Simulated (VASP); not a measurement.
Wanted: the native input for a VASP 6.6.1 run.

```yaml
Task: single point
Functional: PBEsol
Potentials_or_basis: VASP PAW PBE potentials, release 64 (Al, Cu)
Cutoff: 520 eV
k_mesh: 14 × 14 × 14
Occupations: gaussian, width 0.15 eV
Spin: no spin polarisation
Dipole_correction: no
Further_INCAR_settings: ALGO = Fast; EDIFF = 1e-06; NBANDS = 16
```

The structure of Al2Cu lies in POSCAR:

```
Al2Cu
1.0
   -2.0246107077      2.0246107077      2.8631594530
    2.0246107077     -2.0246107077      2.8631594530
    2.0246107077      2.0246107077     -2.8631594530
Al Cu
2 1
Direct
    0.7374267957      0.2374267957      0.4748535913
    0.2374267957      0.7374267957      0.4748535913
    0.5106771283      0.5106771283      0.0213542565
```

This cell differs from its parent crystal: atoms displaced along a vibrational mode.

One way to write it, as run:

INCAR

```
  PREC = Accurate
  ENCUT = 520
  EDIFF = 1E-6
  ISMEAR = 0
  SIGMA = 0.15
  LREAL = F
  LASPH = T
  NELM = 80
  ALGO = Fast
  ISIF = 2
  LWAVE = F
  LCHARG = F
  GGA = PS
  NBANDS = 16
```

KPOINTS

```
Automatic mesh
0
Gamma
  14 14 14
```

Potentials or basis: VASP PAW PBE potentials, release 64 (Al, Cu).

Launch:

```console
$ cat potpaw_PBE.64/Al/POTCAR potpaw_PBE.64/Cu/POTCAR > POTCAR
$ mpirun -np 1 vasp_std > vasp.out
```

It gave:

- Pressure: 0.7 GPa
- Largest force: 1.003 eV/Å
- Band gap on the k mesh: zero (an odd number of electrons rules out a gap without spin polarisation)

Caveat: the cell differs from its parent crystal (atoms displaced along a vibrational mode); the PAW data sets were made with another functional, which shifts forces and pressure a little.

Run time: 2.9 min on 1 thread of Intel(R) Xeon(R) 6975P-C (Granite Rapids), on a shared host, peak memory 0.41 GiB.
